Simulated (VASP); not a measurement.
# Ga (P6/mmm) in VASP: further runs

Ga is run at these levels: PBE; tasks: single point.

All numbers are computed with VASP 6.6.1; they aren't measurements. Logs are shortened: lines on timing, memory, paths and dates and some standing lists are left out, and cuts for length are marked.

### Step 1. The cell of the first run

It takes space group P6/mmm (No. 191, hexagonal). The conventional cell has a = 2.594 Å, b = 2.594 Å, c = 2.493 Å, α = 90.00°, β = 90.00°, γ = 120.00°. Within 3.3 Å of Ga (site symmetry 6/mmm) lie 8 Ga at 2.49 to 2.59 Å.

### Step 2. Single point, PBE

INCAR

```
ALGO = Normal
EDIFF = 1E-6
ENCUT = 520
GGA = PE
ISIF = 2
ISMEAR = -1
LASPH = T
LCHARG = F
LREAL = F
LWAVE = F
NBANDS = 12
NELM = 80
PREC = Accurate
SIGMA = 0.05
```

KPOINTS

```
k-points
0
Gamma
  17 17 15
```

POSCAR

```
Ga
1.0
    2.5944976736      0.0000000000      0.0000000000
   -1.2972488368      2.2469008954      0.0000000000
    0.0000000000      0.0000000000      2.4930731822
Ga
1
Direct
    0.0000000000      0.0000000000      0.0000000000
```

Potentials or basis: VASP PAW PBE potentials, release 64 (Ga_d).

Started as:

```bash
$ cat potpaw_PBE.64/Ga_d/POTCAR > POTCAR
$ mpirun -np 1 vasp_std > vasp.out
```

OUTCAR:

```text
EDIFF = 1E-6
   ENCUT = 520
   GGA = PE
   ISIF = 2
   ISMEAR = -1
   LASPH = T
   LREAL = F
   NELM = 80
   PREC = Accurate

 ion  position               nearest neighbor table
   1  0.000  0.000  0.000-

  LATTYP: Found a hexagonal cell.
 ALAT       =     2.5944976736
 C/A-ratio  =     0.9609078503

  Lattice vectors:

 A1 = (   2.5944976736,   0.0000000000,   0.0000000000)
 A2 = (  -1.2972488368,   2.2469008954,   0.0000000000)
 A3 = (   0.0000000000,   0.0000000000,   2.4930731822)

Analysis of symmetry for initial positions (statically):
=====================================================================
 Subroutine PRICEL returns:
 Original cell was already a primitive cell.

 Routine SETGRP: Setting up the symmetry group for a
 hexagonal supercell.

 Subroutine GETGRP returns: Found 24 space group operations
 (whereof 24 operations were pure point group operations)
 out of a pool of 24 trial point group operations.

The static configuration has the point symmetry D_6h.

Analysis of symmetry for dynamics (positions and initial velocities):
=====================================================================
 Subroutine PRICEL returns:
 Original cell was already a primitive cell.

 Routine SETGRP: Setting up the symmetry group for a
 hexagonal supercell.

 Subroutine GETGRP returns: Found 24 space group operations
 (whereof 24 operations were pure point group operations)
 out of a pool of 24 trial point group operations.

The dynamic configuration has the point symmetry D_6h.

 Subroutine INISYM returns: Found 24 space group operations
 (whereof 24 operations are pure point group operations),
 and found     1 'primitive' translations

----------------------------------------------------------------------------------------

                                     Primitive cell

  volume of cell :      14.5336

  direct lattice vectors                    reciprocal lattice vectors
     2.594497674  0.000000000  0.000000000     0.385431064  0.222528729  0.000000000
    -1.297248837  2.246900895  0.000000000     0.000000000  0.445057458  0.000000000
     0.000000000  0.000000000  2.493073182     0.000000000  0.000000000  0.401111370

  length of vectors
     2.594497674  2.594497674  2.493073182     0.445057458  0.445057458  0.401111370

  position of ions in fractional coordinates (direct lattice)
     0.000000000  0.000000000  0.000000000

  ion indices of the primitive-cell ions
   primitive index   ion index
                 1           1

----------------------------------------------------------------------------------------

 KPOINTS: k-points

Automatic generation of k-mesh.
 Grid dimensions read from file:
 generate k-points for:   17   17   15

 Generating k-lattice:

  Cartesian coordinates                     Fractional coordinates (reciprocal lattice)
     0.022672416  0.013089925  0.000000000     0.058823529 -0.000000000  0.000000000
     0.000000000  0.026179850  0.000000000     0.000000000  0.058823529  0.000000000
     0.000000000  0.000000000  0.026740758     0.000000000  0.000000000  0.066666667

  Length of vectors
     0.026179850  0.026179850  0.026740758

  Shift w.r.t. Gamma in fractional coordinates (k-lattice)
     0.000000000  0.000000000  0.000000000

 Subroutine IBZKPT returns following result:
 ===========================================

 Found    264 irreducible k-points:

 Following reciprocal coordinates:
            Coordinates               Weight
  0.000000  0.000000  0.000000      1.000000
  0.058824  0.000000  0.000000      6.000000
  0.117647 -0.000000  0.000000      6.000000
  0.176471  0.000000  0.000000      6.000000
  0.235294 -0.000000  0.000000      6.000000
  0.294118  0.000000  0.000000      6.000000
[... 16 lines left out ...]
  0.411765  0.117647  0.000000     12.000000
  0.176471  0.176471  0.000000      6.000000
 [... further k-points ...]
   k-points           NKPTS =    264   k-points in BZ     NKDIM =    264   number of bands    NBANDS=     12
   number of dos      NEDOS =    301   number of ions     NIONS =      1
   total plane-waves  NPLWV =   8000
   dimension x,y,z NGX =    20 NGY =   20 NGZ =   20
   dimension x,y,z NGXF=    40 NGYF=   40 NGZF=   40
   ions per type =               1
   NGX,Y,Z   is equivalent  to a cutoff of  12.82, 12.82, 13.34 a.u.
   NGXF,Y,Z  is equivalent  to a cutoff of  25.63, 25.63, 26.67 a.u.
 SYSTEM =  unknown system
   PREC   = accura    normal or accurate (medium, high low for compatibility)
   ISTART =      0    job   : 0-new  1-cont  2-samecut
   ICHARG =      2    charge: 1-file 2-atom 10-const
   ISPIN  =      1    spin polarized calculation?
   LNONCOLLINEAR =      F non collinear calculations
   LSORBIT =      F    spin-orbit coupling
   LASPH  =      T    aspherical Exc in radial PAW
   ENCUT  =  520.0 eV  38.22 Ry    6.18 a.u.   4.82  4.82  4.64*2*pi/ulx,y,z
   NELM   =     80;   NELMIN=  2; NELMDL= -5     # of ELM steps
   EDIFF  = 0.1E-05   stopping-criterion for ELM
   LREAL  =      F    real-space projection
   EDIFFG = 0.1E-04   stopping-criterion for IOM
   NSW    =      0    number of steps for IOM
   IBRION =     -1    ionic relax: 0-MD 1-quasi-New 2-CG
   NFREE  =      0    steps in history (QN), initial steepest desc. (CG)
   ISIF   =      2    stress and relaxation
   ISYM   =      2    0-nonsym 1-usesym 2-fastsym
   POTIM  = 0.5000    time-step for ionic-motion
   TEBEG  =    0.0;   TEEND  =   0.0 temperature during run
   PSTRESS=    0.0 pullay stress
   NELECT =      13.0000    total number of electrons
   NUPDOWN=      -1.0000    fix difference up-down
   EMIN   =  10.00;   EMAX   =-10.00  energy-range for DOS
   EFERMI =   0.00;   METHOD = LEGACY
   ISMEAR =    -1;   SIGMA  =   0.05  broadening in eV -4-tet -1-fermi 0-gaus
   EFERMI_NEDOS =   21; number of points for ismear=-14 and -15
   IALGO  =     38    algorithm
   IMIX   =      4    mixing-type and parameters
     AMIX     =   0.40;   BMIX     =  1.00
     AMIX_MAG =   1.60;   BMIX_MAG =  1.00
  volume/ion in A,a.u.               =      14.53        98.08
  Fermi-wavevector in a.u.,A,eV,Ry     =   1.577364  2.980785 33.852337  2.488077
  Thomas-Fermi vector in A             =   2.678057
   LORBIT       =      0    0 simple, 1 ext, 2 COOP (PROOUT), +10 PAW based schemes
   GGA     = PE    functional components
   LHFCALC =     F    Hartree Fock is set to
   AEXX    =    0.0000 exact exchange contribution
   IVDW    =     0    specifies the selected vdW correction
   LEPSILON=     F    determine dielectric tensor
   LRPA    =     F    only Hartree local field effects (RPA)
 non-spin polarized calculation
  energy-cutoff  :      520.00
  volume of cell :       14.53
 maximum number of plane-waves:       405
 NGX is ok and might be reduce to    20

 number of electron      13.0000000 magnetization

 Free energy of the ion-electron system (eV)
  ---------------------------------------------------
  ext. energy  EPLUGINS =         0.00000000
  ---------------------------------------------------
  free energy    TOTEN  =        -2.53289701 eV

  energy without entropy =       -2.52938105  energy(sigma->0) =       -2.53113903

 E-fermi :   8.0280     XC(G=0): -12.3405

 val. band max:        8.0132740109   @ k =   0.2353   0.1765   0.4000
 cond. band min:       8.0366130522   @ k =   0.2941   0.1765   0.1333
 fundamental gap:      0.0233390414
 Fermi energy:         8.0279698454

 k-point     1 :       0.0000    0.0000    0.0000
  band No.  band energies     occupation
      1      -7.6400      2.00000
      2      -7.1733      2.00000
      3      -7.1733      2.00000
      4      -6.6846      2.00000
      5      -6.6846      2.00000
      6      -5.0705      2.00000
      7      18.3129      0.00000
      8      21.8317      0.00000
      9      22.9259      0.00000
     10      22.9259      0.00000
     11      26.0292      0.00000
     12      27.1294      0.00000

 k-point     2 :       0.0588    0.0000    0.0000
  band No.  band energies     occupation
      1      -7.6295      2.00000
      2      -7.1810      2.00000
      3      -7.1558      2.00000
      4      -6.6939      2.00000
      5      -6.6866      2.00000
      6      -4.9654      2.00000
      7      18.4332      0.00000
      8      21.0480      0.00000
      9      22.2990      0.00000
     10      22.4606      0.00000
     11      24.8417      0.00000
     12      27.9361      0.00000

 k-point     3 :       0.1176   -0.0000    0.0000
  band No.  band energies     occupation
      1      -7.6018      2.00000
      2      -7.2043      2.00000
      3      -7.1056      2.00000
      4      -6.7203      2.00000
      5      -6.6922      2.00000
      6      -4.6457      2.00000
      7      18.5975      0.00000
      8      18.7918      0.00000
      9      21.0891      0.00000
     10      22.2424      0.00000
     11      24.1825      0.00000
     12      29.6857      0.00000

 k-point     4 :       0.1765    0.0000    0.0000
  band No.  band energies     occupation
      1      -7.5662      2.00000
      2      -7.2405      2.00000
      3      -7.0286      2.00000
      4      -6.7599      2.00000
      5      -6.7007      2.00000
      6      -4.1035      2.00000
      7      15.8223      0.00000
      8      19.3816      0.00000
      9      19.8503      0.00000
     10      21.9502      0.00000
     11      24.0246      0.00000
     12      31.8242      0.00000

 k-point     5 :       0.2353   -0.0000    0.0000
  band No.  band energies     occupation
      1      -7.5351      2.00000
      2      -7.2801      2.00000
      3      -6.9343      2.00000
      4      -6.8071      2.00000
      5      -6.7110      2.00000
      6      -3.3339      2.00000
      7      13.1040      0.00000
      8      18.7381      0.00000
      9      20.1905      0.00000
     10      21.5057      0.00000
     11      24.2945      0.00000
     12      34.1890      0.00000
[... 228 lines left out ...]
      1      -7.4805      2.00000
      2      -7.3009      2.00000
      3      -6.8944      2.00000
      4      -6.8000      2.00000
      5      -6.7492      2.00000
      6      -0.7776      2.00000
      7       8.4014      0.00114
      8      13.6870      0.00000
      9      22.7059      0.00000
     10      24.2891      0.00000
     11      26.1310      0.00000
     12      32.9263      0.00000

 k-point    22 :       0.3529    0.1176    0.0000
  band No.  band energies     occupation
      1      -7.4940      2.00000
      2      -7.2923      2.00000
      3      -6.9211      2.00000
      4      -6.7589      2.00000
      5      -6.7447      2.00000
      6       0.6566      2.00000
      7       6.1803      2.00000
      8      13.2393      0.00000
      9      23.9591      0.00000
     10      24.1871      0.00000
     11      26.8081      0.00000
     12      30.9166      0.00000

 k-point    23 :       0.4118    0.1176    0.0000
  band No.  band energies     occupation
      1      -7.5055      2.00000
      2      -7.2841      2.00000
      3      -6.9353      2.00000
      4      -6.7641      2.00000
      5      -6.7143      2.00000
      6       2.2987      2.00000
      7       4.1433      2.00000
      8      13.0140      0.00000
      9      24.0906      0.00000
     10      25.0019      0.00000
     11      27.4796      0.00000
     12      29.4959      0.00000

 k-point    24 :       0.1765    0.1765    0.0000
  band No.  band energies     occupation
      1      -7.4685      2.00000
      2      -7.2850      2.00000
      3      -6.9042      2.00000
      4      -6.8503      2.00000
      5      -6.7398      2.00000
      6      -2.1059      2.00000
      7      11.9955      0.00000
      8      13.0070      0.00000
      9      21.4309      0.00000
     10      24.4683      0.00000
     11      27.5626      0.00000
     12      30.1329      0.00000

 [... further k-points ...]

------------------------ aborting loop because EDIFF is reached ----------------------------------------

  FORCE on cell =-STRESS in cart. coord.  units (eV):
  Direction    XX          YY          ZZ          XY          YZ          ZX
  --------------------------------------------------------------------------------------
  -------------------------------------------------------------------------------------
  Total        2.6503331      2.6503331      2.6516591      0.0000000      0.0000000      0.0000000
  in kB      292.1721489    292.1721489    292.3183291      0.0000000      0.0000000      0.0000000
  external PRESSURE =     292.2208757 kB  Pullay stress =       0.0000000 kB

 VOLUME and BASIS-vectors are now :
 -----------------------------------------------------------------------------
  energy-cutoff  :      520.00
  volume of cell :       14.53
      direct lattice vectors                 reciprocal lattice vectors
     2.594497674  0.000000000  0.000000000     0.385431064  0.222528729  0.000000000
    -1.297248837  2.246900895  0.000000000     0.000000000  0.445057458  0.000000000
     0.000000000  0.000000000  2.493073182     0.000000000  0.000000000  0.401111370

 POSITION                                       TOTAL-FORCE (eV/Angst)
 -----------------------------------------------------------------------------------
      0.00000      0.00000      0.00000         0.000000      0.000000      0.000000
 -----------------------------------------------------------------------------------
    total drift:                                0.000000      0.000000      0.000000

  FREE ENERGIE OF THE ION-ELECTRON SYSTEM (eV)
  ---------------------------------------------------
  free  energy   TOTEN  =        -2.5328970122 eV

  energy  without entropy=       -2.5293810518  energy(sigma->0) =       -2.53113903
```

Run time: 16 s. Hardware: 1 thread of Intel Xeon 6975P-C (Granite Rapids), shared host; peak memory 0.15 GiB.

Results:

```yaml
Free_energy: -2.5329 eV
Pressure: 29.2 GPa
```

Levels at points of the mesh, in eV from the Fermi level:
| k point | band 3 | band 4 | band 5 | band 6 | band 7 | band 8 | band 9 | band 10 |
| --- | --- | --- | --- | --- | --- | --- | --- | --- |
| (0.00, 0.00, 0.00) | -15.20 | -14.71 | -14.71 | -13.10 | 10.28 | 13.80 | 14.90 | 14.90 |

### Step 3. Single point, PBE

INCAR

```
SYSTEM = Ga
  PREC = Accurate
  ENCUT = 520
  EDIFF = 1E-6
  ISMEAR = -1
  SIGMA = 0.05
  LREAL = .FALSE.
  LASPH = .TRUE.
  NELM = 80
  ALGO = Normal
  ISIF = 2
  LWAVE = .FALSE.
  LCHARG = .TRUE.
  GGA = PE
  LELF = .TRUE.
  LVHAR = .TRUE.
  NBANDS = 12
```

KPOINTS

```
regular mesh
0
G
  17 17 15
  0 0 0
```

POSCAR is that of step 2.

Potentials or basis: VASP PAW PBE potentials, release 64 (Ga_d).

Started as:

```bash
$ cat potpaw_PBE.64/Ga_d/POTCAR > POTCAR
$ mpirun -np 1 vasp_std > vasp.out
```

Wall time 19 s (1 thread of Intel Xeon 6975P-C (Granite Rapids), shared host); peak memory 0.15 GiB.

Results (log left out):

```yaml
Free_energy: -2.5329 eV
Pressure: 29.2 GPa
```

Levels at points of the mesh, in eV from the Fermi level:
```
           k point  band 3  band 4  band 5  band 6  band 7  band 8  band 9  band 10
(0.00, 0.00, 0.00)  -15.20  -14.71  -14.71  -13.10   10.28   13.80   14.90    14.90
```

(Continued in part 2 of 2.)
